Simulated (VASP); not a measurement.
Write the native input for VASP 6.6.1 that does the following.

| Quantity | Value |
| --- | --- |
| Task | single point |
| Functional | PBE |
| Potentials or basis | VASP PAW PBE potentials, release 64 (Mg, O) |
| Cutoff | 520 eV |
| k mesh | 6 × 6 × 6 |
| Occupations | gaussian, width 0.05 eV |
| Spin | no spin polarisation |
| Dipole correction | no |
| Further INCAR settings | ALGO = Normal; EDIFF = 1e-06; NBANDS = 26 |

The structure of MgO lies in POSCAR:

```
MgO
1.0
    4.2538458108      0.0000000000      0.0000000000
    0.0000000000     -4.2538458108      0.0000000000
    0.0000000000      0.0000000000     -4.2538458108
Mg O
4 4
Direct
    0.0000000000      0.0000000000      0.0000000000
    0.5000000000      0.5000000000      0.0000000000
    0.5000000000      0.0000000000      0.5000000000
    0.0000000000      0.5000000000      0.5000000000
    0.4882459303      0.0000000000      0.0000000000
    0.0000000000      0.5000000000      0.0000000000
    0.0000000000      0.0000000000      0.5000000000
    0.5000000000      0.5000000000      0.5000000000
```

This cell differs from its parent crystal: atom 5 (O) moved +0.050 Å towards its neighbour atom 1 (Mg) at 2.127 Å.

The input as run:

INCAR

```
SYSTEM = MgO
  PREC = Accurate
  ENCUT = 520
  EDIFF = 1E-6
  ISMEAR = 0
  SIGMA = 0.05
  LREAL = .FALSE.
  LASPH = .TRUE.
  NELM = 80
  ALGO = Normal
  ISIF = 2
  LWAVE = .FALSE.
  LCHARG = .FALSE.
  GGA = PE
  NBANDS = 26
```

KPOINTS

```
regular mesh
0
G
  6 6 6
  0 0 0
```

Potentials or basis: VASP PAW PBE potentials, release 64 (Mg, O).

Run with:

```bash
$ cat potpaw_PBE.64/Mg/POTCAR potpaw_PBE.64/O/POTCAR > POTCAR
$ mpirun -np 1 vasp_std > vasp.out
```

Results of the run:

- Pressure: -0.7 GPa
- Largest force: 0.511 eV/Å
- Band gap on the k mesh: 4.44 eV

Caveat: the cell differs from its parent crystal (atom 5 (O) moved +0.050 Å towards its neighbour atom 1 (Mg) at 2.127 Å).

It took 82 s on 1 thread of Intel Xeon 8259CL, on a shared host, peak memory 0.21 GiB.
